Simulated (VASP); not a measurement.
# BaTe (Fm-3m) in VASP: single point with PBE

Aim: the single point of BaTe with PBE.

Everything below comes from runs of VASP 6.6.1. Logs are shortened: lines on timing, memory, paths and dates and some standing lists are left out, and cuts for length are marked.

## Step 1: The cell of the first run

Symmetry: Fm-3m, No. 225, cubic system. The conventional cell has a = 6.843 Å, b = 6.843 Å, c = 6.843 Å, α = 90.00°, β = 90.00°, γ = 90.00°. Ba (site symmetry m-3m) has 6 Te at 3.42 Å within 4.5 Å. Te (site symmetry m-3m) has 6 Ba at 3.42 Å within 4.5 Å.

## Step 2: Single point, PBE

INCAR reads:

```
PREC = Accurate
ENCUT = 520
EDIFF = 1E-6
ISMEAR = 0
SIGMA = 0.05
LREAL = False
LASPH = True
NELM = 100
ALGO = Normal
ISIF = 2
LWAVE = False
LCHARG = False
GGA = PE
NBANDS = 15
```

KPOINTS reads:

```
Automatic mesh
0
Gamma
  8 8 8
```

POSCAR reads:

```
BaTe
1.0
    0.0000000000      3.4213285921      3.4213285921
    3.4213285921      0.0000000000      3.4213285921
    3.4213285921      3.4213285921      0.0000000000
Ba Te
1 1
Direct
    0.5000000000      0.5000000000      0.5000000000
    0.0000000000      0.0000000000      0.0000000000
```

Potentials or basis: VASP PAW PBE potentials, release 64 (Ba_sv, Te).

The run is started by

```
$ cat potpaw_PBE.64/Ba_sv/POTCAR potpaw_PBE.64/Te/POTCAR > POTCAR
$ mpirun -np 1 vasp_std > vasp.out
```

OUTCAR:

```text
PREC = Accurate
   ENCUT = 520
   EDIFF = 1E-6
   ISMEAR = 0
   LREAL = False
   LASPH = True
   NELM = 100
   ISIF = 2
   GGA = PE

 ion  position               nearest neighbor table
   1  0.500  0.500  0.500-   2 3.42   2 3.42   2 3.42   2 3.42   2 3.42   2 3.42
   2  0.000  0.000  0.000-   1 3.42   1 3.42   1 3.42   1 3.42   1 3.42   1 3.42

  LATTYP: Found a face centered cubic cell.
 ALAT       =     6.8426571842

  Lattice vectors:

 A1 = (   0.0000000000,   3.4213285921,   3.4213285921)
 A2 = (   3.4213285921,   0.0000000000,   3.4213285921)
 A3 = (   3.4213285921,   3.4213285921,   0.0000000000)

Analysis of symmetry for initial positions (statically):
=====================================================================
 Subroutine PRICEL returns:
 Original cell was already a primitive cell.

 Routine SETGRP: Setting up the symmetry group for a
 face centered cubic supercell.

 Subroutine GETGRP returns: Found 48 space group operations
 (whereof 48 operations were pure point group operations)
 out of a pool of 48 trial point group operations.

The static configuration has the point symmetry O_h .

Analysis of symmetry for dynamics (positions and initial velocities):
=====================================================================
 Subroutine PRICEL returns:
 Original cell was already a primitive cell.

 Routine SETGRP: Setting up the symmetry group for a
 face centered cubic supercell.

 Subroutine GETGRP returns: Found 48 space group operations
 (whereof 48 operations were pure point group operations)
 out of a pool of 48 trial point group operations.

The dynamic configuration has the point symmetry O_h .

 Subroutine INISYM returns: Found 48 space group operations
 (whereof 48 operations are pure point group operations),
 and found     1 'primitive' translations

----------------------------------------------------------------------------------------

                                     Primitive cell

  volume of cell :      80.0967

  direct lattice vectors                    reciprocal lattice vectors
     0.000000000  3.421328592  3.421328592    -0.146142058  0.146142058  0.146142058
     3.421328592  0.000000000  3.421328592     0.146142058 -0.146142058  0.146142058
     3.421328592  3.421328592  0.000000000     0.146142058  0.146142058 -0.146142058

  length of vectors
     4.838489296  4.838489296  4.838489296     0.253125469  0.253125469  0.253125469

  position of ions in fractional coordinates (direct lattice)
     0.500000000  0.500000000  0.500000000
     0.000000000  0.000000000  0.000000000

  ion indices of the primitive-cell ions
   primitive index   ion index
                 1           1
                 2           2

----------------------------------------------------------------------------------------

 KPOINTS: Automatic mesh

Automatic generation of k-mesh.
 Grid dimensions read from file:
 generate k-points for:    8    8    8

 Generating k-lattice:

  Cartesian coordinates                     Fractional coordinates (reciprocal lattice)
    -0.018267757  0.018267757  0.018267757     0.125000000  0.000000000  0.000000000
     0.018267757 -0.018267757  0.018267757     0.000000000  0.125000000  0.000000000
     0.018267757  0.018267757 -0.018267757     0.000000000  0.000000000  0.125000000

  Length of vectors
     0.031640684  0.031640684  0.031640684

  Shift w.r.t. Gamma in fractional coordinates (k-lattice)
     0.000000000  0.000000000  0.000000000

 Subroutine IBZKPT returns following result:
 ===========================================

 Found     29 irreducible k-points:

 Following reciprocal coordinates:
            Coordinates               Weight
  0.000000  0.000000  0.000000      1.000000
  0.125000  0.000000  0.000000      8.000000
  0.250000  0.000000  0.000000      8.000000
  0.375000  0.000000  0.000000      8.000000
  0.500000  0.000000  0.000000      4.000000
  0.125000  0.125000  0.000000      6.000000
[... 16 lines left out ...]
  0.500000  0.250000  0.125000     48.000000
 -0.375000  0.250000  0.125000     24.000000
 [... further k-points ...]
   k-points           NKPTS =     29   k-points in BZ     NKDIM =     29   number of bands    NBANDS=     15
   number of dos      NEDOS =    301   number of ions     NIONS =      2
   total plane-waves  NPLWV =  46656
   dimension x,y,z NGX =    36 NGY =   36 NGZ =   36
   dimension x,y,z NGXF=    72 NGYF=   72 NGZF=   72
   ions per type =               1   1
   NGX,Y,Z   is equivalent  to a cutoff of  12.37, 12.37, 12.37 a.u.
   NGXF,Y,Z  is equivalent  to a cutoff of  24.74, 24.74, 24.74 a.u.
 SYSTEM =  unknown system
   PREC   = accura    normal or accurate (medium, high low for compatibility)
   ISTART =      0    job   : 0-new  1-cont  2-samecut
   ICHARG =      2    charge: 1-file 2-atom 10-const
   ISPIN  =      1    spin polarized calculation?
   LNONCOLLINEAR =      F non collinear calculations
   LSORBIT =      F    spin-orbit coupling
   LASPH  =      T    aspherical Exc in radial PAW
   ENCUT  =  520.0 eV  38.22 Ry    6.18 a.u.   9.00  9.00  9.00*2*pi/ulx,y,z
   NELM   =    100;   NELMIN=  2; NELMDL= -5     # of ELM steps
   EDIFF  = 0.1E-05   stopping-criterion for ELM
   LREAL  =      F    real-space projection
   EDIFFG = 0.1E-04   stopping-criterion for IOM
   NSW    =      0    number of steps for IOM
   IBRION =     -1    ionic relax: 0-MD 1-quasi-New 2-CG
   NFREE  =      0    steps in history (QN), initial steepest desc. (CG)
   ISIF   =      2    stress and relaxation
   ISYM   =      2    0-nonsym 1-usesym 2-fastsym
   POTIM  = 0.5000    time-step for ionic-motion
   TEBEG  =    0.0;   TEEND  =   0.0 temperature during run
   PSTRESS=    0.0 pullay stress
   NELECT =      16.0000    total number of electrons
   NUPDOWN=      -1.0000    fix difference up-down
   EMIN   =  10.00;   EMAX   =-10.00  energy-range for DOS
   EFERMI =   0.00;   METHOD = LEGACY
   ISMEAR =     0;   SIGMA  =   0.05  broadening in eV -4-tet -1-fermi 0-gaus
   EFERMI_NEDOS =   21; number of points for ismear=-14 and -15
   IALGO  =     38    algorithm
   IMIX   =      4    mixing-type and parameters
     AMIX     =   0.40;   BMIX     =  1.00
     AMIX_MAG =   1.60;   BMIX_MAG =  1.00
  volume/ion in A,a.u.               =      40.05       270.26
  Fermi-wavevector in a.u.,A,eV,Ry     =   0.956996  1.808460 12.460773  0.915841
  Thomas-Fermi vector in A             =   2.085974
   LORBIT       =      0    0 simple, 1 ext, 2 COOP (PROOUT), +10 PAW based schemes
   GGA     = PE    functional components
   LHFCALC =     F    Hartree Fock is set to
   AEXX    =    0.0000 exact exchange contribution
   IVDW    =     0    specifies the selected vdW correction
   LEPSILON=     F    determine dielectric tensor
   LRPA    =     F    only Hartree local field effects (RPA)
 non-spin polarized calculation
 Gauss-broadening in eV      SIGMA  =   0.05
  energy-cutoff  :      520.00
  volume of cell :       80.10
 maximum number of plane-waves:      2180
   NGX = 17   NGY = 17   NGZ = 17

 number of electron      16.0000000 magnetization

 Free energy of the ion-electron system (eV)
  ---------------------------------------------------
  ext. energy  EPLUGINS =         0.00000000
  ---------------------------------------------------
  free energy    TOTEN  =        -8.53273612 eV

  energy without entropy =       -8.53273612  energy(sigma->0) =       -8.53273612

 E-fermi :   2.9858     XC(G=0):  -8.5233

 val. band max:        2.7268045959   @ k =   0.0000   0.0000   0.0000
 cond. band min:       4.0818054452   @ k =   0.5000   0.5000   0.0000
 fundamental gap:      1.3550008493
 Fermi energy:         2.9857510864

 k-point     1 :       0.0000    0.0000    0.0000
  band No.  band energies     occupation
      1     -24.1252      2.00000
      2      -9.2955      2.00000
      3      -9.2955      2.00000
      4      -9.2955      2.00000
      5      -6.9753      2.00000
      6       2.7268      2.00000
      7       2.7268      2.00000
      8       2.7268      2.00000
      9       5.5995      0.00000
     10       5.5995      0.00000
     11       5.5995      0.00000
     12       5.9128      0.00000
     13       6.2916      0.00000
     14       6.2916      0.00000
     15       9.7081      0.00000

 k-point     2 :       0.1250    0.0000    0.0000
  band No.  band energies     occupation
      1     -24.1223      2.00000
      2      -9.4019      2.00000
      3      -9.2975      2.00000
      4      -9.2975      2.00000
      5      -6.8202      2.00000
      6       2.1701      2.00000
      7       2.4530      2.00000
      8       2.4530      2.00000
      9       5.6502      0.00000
     10       5.8117      0.00000
     11       5.8117      0.00000
     12       6.5980      0.00000
     13       6.7923      0.00000
     14       6.7923      0.00000
     15      10.2442      0.00000

 k-point     3 :       0.2500    0.0000    0.0000
  band No.  band energies     occupation
      1     -24.1155      2.00000
      2      -9.6203      2.00000
      3      -9.3022      2.00000
      4      -9.3022      2.00000
      5      -6.4766      2.00000
      6       1.2467      2.00000
      7       1.9585      2.00000
      8       1.9585      2.00000
      9       5.8449      0.00000
     10       6.3735      0.00000
     11       6.3735      0.00000
     12       7.8978      0.00000
     13       7.9946      0.00000
     14       7.9946      0.00000
     15      11.2490      0.00000
[... 343 lines left out ...]
 k-point    23 :       0.5000    0.2500    0.1250
  band No.  band energies     occupation
      1     -24.1048      2.00000
      2      -9.7146      2.00000
      3      -9.3980      2.00000
      4      -9.3332      2.00000
      5      -6.2976      2.00000
      6       0.7994      2.00000
      7       1.5919      2.00000
      8       1.8642      2.00000
      9       5.7795      0.00000
     10       7.4012      0.00000
     11       7.7203      0.00000
     12       7.9151      0.00000
     13       8.5841      0.00000
     14      10.3667      0.00000
     15      10.6399      0.00000

 k-point    24 :      -0.3750    0.2500    0.1250
  band No.  band energies     occupation
      1     -24.1026      2.00000
      2      -9.7476      2.00000
      3      -9.4011      2.00000
      4      -9.3462      2.00000
      5      -6.2463      2.00000
      6       0.7545      2.00000
      7       1.6042      2.00000
      8       1.6098      2.00000
      9       6.4523      0.00000
     10       6.7438      0.00000
     11       8.1087      0.00000
     12       8.4516      0.00000
     13       8.9843      0.00000
     14       9.8250      0.00000
     15      11.0623      0.00000

 [... further k-points ...]
[... 5 lines left out ...]
  --------------------------------------------------------------------------------------
  -------------------------------------------------------------------------------------
  Total        1.8965334      1.8965334      1.8965334      0.0000000      0.0000000      0.0000000
  in kB       37.9364535     37.9364535     37.9364535      0.0000000      0.0000000      0.0000000
  external PRESSURE =      37.9364535 kB  Pullay stress =       0.0000000 kB

 VOLUME and BASIS-vectors are now :
 -----------------------------------------------------------------------------
  energy-cutoff  :      520.00
  volume of cell :       80.10
      direct lattice vectors                 reciprocal lattice vectors
     0.000000000  3.421328592  3.421328592    -0.146142058  0.146142058  0.146142058
     3.421328592  0.000000000  3.421328592     0.146142058 -0.146142058  0.146142058
     3.421328592  3.421328592  0.000000000     0.146142058  0.146142058 -0.146142058

 POSITION                                       TOTAL-FORCE (eV/Angst)
 -----------------------------------------------------------------------------------
      3.42133      3.42133      3.42133        -0.000000      0.000000      0.000000
      0.00000      0.00000      0.00000         0.000000     -0.000000     -0.000000
 -----------------------------------------------------------------------------------
    total drift:                                0.000000      0.000000      0.000000

  FREE ENERGIE OF THE ION-ELECTRON SYSTEM (eV)
  ---------------------------------------------------
  free  energy   TOTEN  =        -8.5327361176 eV

  energy  without entropy=       -8.5327361176  energy(sigma->0) =       -8.53273612
```

It took 30 s on 1 thread of Intel Xeon Platinum 8259CL at 2.50GHz (Skylake/Cascade Lake), shared host; peak memory 0.22 GiB.

What came out:

| Quantity | Value |
| --- | --- |
| Free energy | -8.5327 eV |
| Pressure | 3.8 GPa |
| Band gap on the k mesh | 1.35 eV, indirect (least direct gap 1.74 eV) |

Caveat: spin-orbit coupling is left out, which moves the levels of the heavy elements.
